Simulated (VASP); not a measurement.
Al:

```xyz
2
Lattice="2.8600 0.0000 0.0000 -1.4300 2.4768 0.0000 0.0000 0.0000 4.6704" Properties=species:S:1:pos:R:3 pbc="T T T"
Al    0.0000    1.6512    1.1676
Al    1.4300    0.8256    3.5028
```

```yaml
Program: VASP 6.6.1
Task: relaxation of cell and atoms
Functional: r2SCAN
Potentials_or_basis: VASP PAW PBE potentials, release 64 (Al)
Cutoff: 600 eV
k_mesh: 9 × 9 × 5
Occupations: methfessel-paxton, width 0.1 eV
Spin: no spin polarisation
```

At the start: pressure -2.8 GPa; volume 16.54 Å³/atom.

Q: Where does the relaxation end?

A: Over 13 steps the energy falls by 16.0 meV/atom and the volume is 16.09 Å³/atom (-2.7 %); space group P6_3/mmc (No. 194, to 0.05 Å).

Step by step:
```
step  energy change (eV)  largest force (eV/Å)  pressure (GPa)  volume (Å³)
   1              0.0000                0.0000           -2.81        33.08
   2             -0.0207                0.0000            0.86        31.71
   3             -0.0208                0.0000            0.98        31.67
   4             -0.0307                0.0000            0.79        31.76
   5             -0.0308                0.0000            0.80        31.76
   6             -0.0308                0.0000            0.84        31.77
   7             -0.0309                0.0000            0.94        31.79
   8             -0.0316                0.0000           -0.36        32.25
   9             -0.0318                0.0000            0.04        32.11
  10             -0.0318                0.0000            0.00        32.12
  11             -0.0319                0.0000            0.00        32.15
  12             -0.0317                0.0000           -0.14        32.25
  13             -0.0320                0.0000           -0.02        32.18
```

Final structure:
```
Al
1.0
     2.78305    0.00000    0.00000
    -1.39152    2.41019    0.00000
     0.00000    0.00000    4.79684
Al
2
Direct
  0.33333 0.66667 0.25000
  0.66667 0.33333 0.75000
```

Caveat: the PAW data sets were made with another functional, which shifts forces and pressure a little.
